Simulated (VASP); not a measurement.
CuO (zincblende type): electric field gradients with PBE

The system is CuO (zincblende type).

```
Cu O
1.0
     0.00000    2.21602    2.21602
     2.21602    0.00000    2.21602
     2.21602    2.21602    0.00000
Cu O
1 1
Direct
  0.00000 0.00000 0.00000
  0.25000 0.25000 0.25000
```

- Program: VASP 6.6.1
- Task: electric field gradients
- Functional: PBE
- Potentials or basis: VASP PAW PBE potentials, release 64 (Cu, O)
- Cutoff: 520 eV
- k mesh: 16 × 16 × 16
- Occupations: tetrahedron
- Spin: no spin polarisation
- Dipole correction: no
- Further INCAR settings: ALGO = Normal; EDIFF = 1e-08; NBANDS = 16

The pressure is 10.6 GPa, the band gap on the k mesh is zero (an odd number of electrons rules out a gap without spin polarisation) and the largest electric field gradient by atom is zero within the noise of the run.

Levels at points of the mesh, in eV from the Fermi level:
| k point | band 7 | band 8 | band 9 | band 10 | band 11 | band 12 |
| --- | --- | --- | --- | --- | --- | --- |
| (0.00, 0.00, 0.00) | 0.88 | 0.88 | 0.88 | 1.08 | 14.77 | 14.77 |
| (0.50, 0.00, 0.00) | -1.93 | -0.01 | -0.01 | 6.42 | 8.16 | 14.34 |
| (0.50, 0.50, 0.00) | -1.48 | -1.23 | -1.23 | 5.94 | 10.59 | 11.72 |

Run time: 52 s on 1 thread of Intel Xeon 6455B, on a shared host, peak memory 0.18 GiB.

Caveat: the cell stands under pressure; an odd number of electrons without spin polarisation forces a metal; a magnetic or distorted state may lie lower; semilocal functionals often make such compounds metallic where correlation or magnetic order opens a gap, which also shifts bond lengths. With open d or f shells a metallic result of PBE can be an artefact of self-interaction; +U or a hybrid may open a gap.
